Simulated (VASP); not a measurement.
Input of a VASP 6.6.1 run:

File INCAR:

```
SYSTEM = Ta4C3
  PREC = Accurate
  ENCUT = 520
  EDIFF = 1E-7
  ISMEAR = 0
  SIGMA = 0.15
  LREAL = .FALSE.
  LASPH = .TRUE.
  NELM = 60
  ALGO = Normal
  ISIF = 2
  LWAVE = .FALSE.
  LCHARG = .FALSE.
  GGA = PS
  NBANDS = 37
```

File KPOINTS:

```
Automatic mesh
0
G
  14 14 4
  0 0 0
```

POSCAR

```
Ta4C3
1.0
   -3.1032734570      0.0000000000      0.0000000000
   -1.5516367285     -2.6875136487      0.0000000000
   -0.3880643458     -0.2240490545     10.1645109918
Ta C
4 3
Direct
    0.2944631362      0.2944631362      0.1893666186
    0.2316656787      0.2316656787      0.9426348013
   -0.0812819609     -0.0812819609      0.6981042887
    0.6058647258      0.6058647258      0.4524423133
    0.2621448893      0.2621448893      0.5770305159
    0.9721396545      0.9721396545      0.0573012258
   -0.0499999512     -0.0499999512      0.3228702664
```

Potentials or basis: VASP PAW PBE potentials, release 64 (Ta_pv, C).

The run is started by

```sh
$ cat potpaw_PBE.64/Ta_pv/POTCAR potpaw_PBE.64/C/POTCAR > POTCAR
$ mpirun -np 1 vasp_std > vasp.out
```

(1) Estimate the band gap on the k mesh.

(2) Estimate the pressure.

(3) What does it give for the largest force?

## Answers

(1) zero (bands 28 and 29 overlap by 0.72 eV).

(2) 13.2 GPa.

(3) 9.824 eV/Å.

Caveat: the cell stands under pressure; the PAW data sets were made with another functional, which shifts forces and pressure a little; spin-orbit coupling is left out, which moves the levels of the heavy elements.
